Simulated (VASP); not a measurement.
Al2Au: single point with PBEsol

Al2Au:

```
Al Au
1.0
     0.00000    3.06036    3.06036
     3.06036    0.00000    3.06036
     3.06036    3.06036    0.00000
Al Au
2 1
Direct
  0.25000 0.25000 0.25000
  0.75000 0.75000 0.75000
  0.00000 0.00000 0.00000
```

* Program: VASP 6.6.1
* Task: single point
* Functional: PBEsol
* Potentials or basis: VASP PAW PBE potentials, release 64 (Al, Au)
* Cutoff: 520 eV
* k mesh: 12 × 12 × 12
* Occupations: gaussian, width 0.1 eV
* Spin: no spin polarisation
* Dipole correction: no
* Further INCAR settings: ALGO = Fast; EDIFF = 1e-06; NBANDS = 16

```json
{
  "Pressure": "-6.0 GPa",
  "Band gap on the k mesh": "zero (an odd number of electrons rules out a gap without spin polarisation)"
}
```

Levels at points of the mesh, in eV from the Fermi level:
```
           k point  band 5  band 6  band 7  band 8  band 9  band 10  band 11  band 12  band 13  band 14
(0.00, 0.00, 0.00)   -5.39   -5.39    1.85    2.90    2.90     2.90     3.66     3.66     3.66     5.55
(0.50, 0.00, 0.00)   -5.29   -5.29   -5.25    0.38    0.38     3.13     3.13     3.63     3.63     8.61
(0.50, 0.50, 0.00)   -5.55   -5.12   -4.85   -1.98   -1.98     0.95     2.00     7.61     9.31     9.31
```

Wall time 78 s on 1 thread of Intel Xeon 8259CL, on a shared host, peak memory 0.22 GiB.

Caveat: the cell stands under tension; the PAW data sets were made with another functional, which shifts forces and pressure a little; spin-orbit coupling is left out, which moves the levels of the heavy elements.
